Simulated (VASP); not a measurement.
# WSe2 in VASP: notebook, part 2 of 2

VASP 6.6.1.

### Step 4. Single point, PBE+D3(BJ) (uniaxial strain along a: +3.0 %)

Input file INCAR:

```
SYSTEM = WSe2
PREC = Accurate
ENCUT = 520
EDIFF = 1E-7
ISMEAR = 0
SIGMA = 0.02
LREAL = .False.
LASPH = .True.
NELM = 80
ALGO = Normal
ISIF = 2
LWAVE = .False.
LCHARG = .True.
GGA = PE
IVDW = 12
LELF = .True.
LVHAR = .True.
NBANDS = 35
```

Input file KPOINTS:

```
regular mesh
0
Gamma
  12 12 2
  0 0 0
```

Input file POSCAR:

```
WSe2
1.0
    3.3775489838      0.0000000000      0.0000000000
   -1.6887744919      2.8185489304      0.0000000000
    0.0000000000      0.0000000000     12.6924826164
W Se
2 4
Direct
    0.6661849142      0.3323220144      0.2499942481
    0.3338150858      0.6676779856      0.7500057519
    0.3316399883      0.6631156825      0.3814197012
    0.6683593375      0.3368829343      0.8814309514
    0.3316406625      0.6631170657      0.1185690486
    0.6683600117      0.3368843175      0.6185802988
```

Potentials or basis: VASP PAW PBE potentials, release 64 (W_sv, Se).

The run is started by

```sh
cat potpaw_PBE.64/W_sv/POTCAR potpaw_PBE.64/Se/POTCAR > POTCAR
mpirun -np 1 vasp_std > vasp.out
```

OUTCAR:

```text
SYSTEM = WSe2
   PREC = Accurate
   ENCUT = 520
   EDIFF = 1E-7
   ISMEAR = 0
   LREAL = .False.
   LASPH = .True.
   NELM = 80
   ISIF = 2
   GGA = PE
   IVDW = 12
 IVDW          = 12

 ion  position               nearest neighbor table
   1  0.666  0.332  0.250-   5 2.52   3 2.52   5 2.55   3 2.55   5 2.55   3 2.55
   2  0.334  0.668  0.750-   4 2.52   6 2.52   4 2.55   6 2.55   4 2.55   6 2.55
   3  0.332  0.663  0.381-   1 2.52   1 2.55   1 2.55
   4  0.668  0.337  0.881-   2 2.52   2 2.55   2 2.55
   5  0.332  0.663  0.119-   1 2.52   1 2.55   1 2.55
   6  0.668  0.337  0.619-   2 2.52   2 2.55   2 2.55
[... 1126 lines left out ...]
  -------------------------------------------------------------------------------------
  Total      -3.62508     0.70944     0.63984    -0.00270     0.00010    -0.00000
  in kB     -48.06775     9.40702     8.48409    -0.03576     0.00138    -0.00003
  external pressure =      -10.06 kB  Pullay stress =        0.00 kB

 VOLUME and BASIS-vectors are now :
 -----------------------------------------------------------------------------
  energy-cutoff  :      520.00
  volume of cell :      120.83
      direct lattice vectors                 reciprocal lattice vectors
     3.377548984  0.000000000  0.000000000     0.296072686  0.177396246  0.000000000
    -1.688774492  2.818548930  0.000000000     0.000000000  0.354792492  0.000000000
     0.000000000  0.000000000 12.692482616     0.000000000  0.000000000  0.078786793

 POSITION                                       TOTAL-FORCE (eV/Angst)
 -----------------------------------------------------------------------------------
      1.68886      0.93667      3.17305         0.003423      0.153998      0.000088
     -0.00008      1.88188      9.51943        -0.003423     -0.153998     -0.000088
      0.00028      1.86902      4.84116        -0.001787     -0.080607      0.077647
      1.68850      0.94952     11.18755         0.001787      0.080645      0.077543
      0.00028      1.86903      1.50494        -0.001787     -0.080645     -0.077543
      1.68850      0.94952      7.85132         0.001787      0.080607     -0.077647
 -----------------------------------------------------------------------------------
    total drift:                                0.000000     -0.000000      0.000000

  FREE ENERGIE OF THE ION-ELECTRON SYSTEM (eV)
  ---------------------------------------------------
  free  energy   TOTEN  =       -45.8718609137 eV

  energy  without entropy=      -45.8718609137  energy(sigma->0) =      -45.87186091
```

OSZICAR:

```text
N       E                     dE             d eps       ncg     rms          rms(c)
DAV:   1     0.498264206815E+03    0.49826E+03   -0.27919E+04 11384   0.145E+03
DAV:   2    -0.134505286820E+02   -0.51171E+03   -0.49434E+03 12004   0.391E+02
DAV:   3    -0.443260691519E+02   -0.30876E+02   -0.30332E+02 12719   0.898E+01
DAV:   4    -0.450032450619E+02   -0.67718E+00   -0.67319E+00 12527   0.135E+01
DAV:   5    -0.450117958665E+02   -0.85508E-02   -0.85410E-02 12410   0.165E+00    0.291E+01
DAV:   6    -0.434597115679E+02    0.15521E+01   -0.62337E+00 11525   0.164E+01    0.103E+01
DAV:   7    -0.432384563419E+02    0.22126E+00   -0.28257E+00 10846   0.823E+00    0.565E+00
DAV:   8    -0.430594622154E+02    0.17899E+00   -0.38655E-01 11337   0.427E+00    0.128E+00
DAV:   9    -0.430623808547E+02   -0.29186E-02   -0.59386E-02 12183   0.118E+00    0.885E-01
DAV:  10    -0.430607311597E+02    0.16497E-02   -0.13079E-02 11202   0.769E-01    0.140E-01
DAV:  11    -0.430607533214E+02   -0.22162E-04   -0.17379E-03 11235   0.270E-01    0.185E-01
DAV:  12    -0.430607001538E+02    0.53168E-04   -0.68241E-05 11793   0.537E-02    0.114E-01
DAV:  13    -0.430606973834E+02    0.27704E-05   -0.81695E-05 11176   0.538E-02    0.856E-03
DAV:  14    -0.430606982897E+02   -0.90625E-06   -0.59457E-06 12462   0.125E-02    0.839E-03
DAV:  15    -0.430606982623E+02    0.27384E-07   -0.47794E-07 10601   0.354E-03
   1 F= -.45871861E+02 E0= -.45871861E+02  d E =-.305842E-29
```

stdout:

```text
POSCAR found type information on POSCAR W Se
 POSCAR found :  2 types and       6 ions
 scaLAPACK will be used
 LDA part: xc-table for (Slater+PW92), standard interpolation
 POSCAR, INCAR and KPOINTS ok, starting setup
 FFT: planning ... GRIDC
 FFT: planning ... GRID_SOFT
 FFT: planning ... GRID
 WAVECAR not read
 entering main loop
```

Run time: 6 min. Hardware: 1 thread of Intel Xeon 6975P-C (Granite Rapids), shared host; peak memory 0.62 GiB.

Results:

```yaml
Free_energy: -45.8719 eV
Pressure: -1.0 GPa
Largest_force: 0.154 eV/Å
Band_gap_on_the_k_mesh: 0.87 eV (least direct gap 1.41 eV)
Dispersion_energy_per_atom: -0.469 eV
```

Forces in eV/Å, atoms in the order of the input:
```
W    0.003  0.154  0.000
W   -0.003 -0.154  0.000
Se  -0.002 -0.081  0.078
Se   0.002  0.081  0.078
Se  -0.002 -0.081 -0.078
Se   0.002  0.081 -0.078
```

Caveat: the cell differs from its parent crystal (uniaxial strain along a: +3.0 %); the stress differs along the axes, from -5 to 1 GPa; spin-orbit coupling is left out, which moves the levels of the heavy elements. A k mesh can miss the band edges.

### Step 5. Overview

```tsv
cell	k mesh	smearing	gap on the mesh (eV)	pressure (GPa)	largest force (eV/Å)
a = 3.181, b = 3.266, c = 12.847 Å, angles 90.0, 90.0, 119.1°, 6 atoms, atomic positions A	12 × 12 × 2	gaussian 0.02 eV	0.90	2.5	0.05
a = 8.676, b = 8.676, c = 12.793 Å, angles 90.0, 90.0, 120.0°, 42 atoms, atomic positions B	2 × 2 × 2	gaussian 0.01 eV	1.16	0.3	0.05
a = 3.378, b = 3.286, c = 12.692 Å, angles 90.0, 90.0, 120.9°, 6 atoms, atomic positions C	12 × 12 × 2	gaussian 0.02 eV	0.87	-1.0	0.15
```

Alike in all rows: task single point; level PBE+D3(BJ); potentials or basis VASP PAW PBE potentials, release 64 (W_sv, Se); no spin polarisation; cutoff (eV) 520.

Caveats: spin-orbit coupling is left out, which moves the levels of the heavy elements; the stress differs along the axes, from 0 to 7 GPa (at least some runs); the stress differs along the axes, from -5 to 1 GPa (at least some runs).

Absolute energies hang on the potentials; compare differences alone.
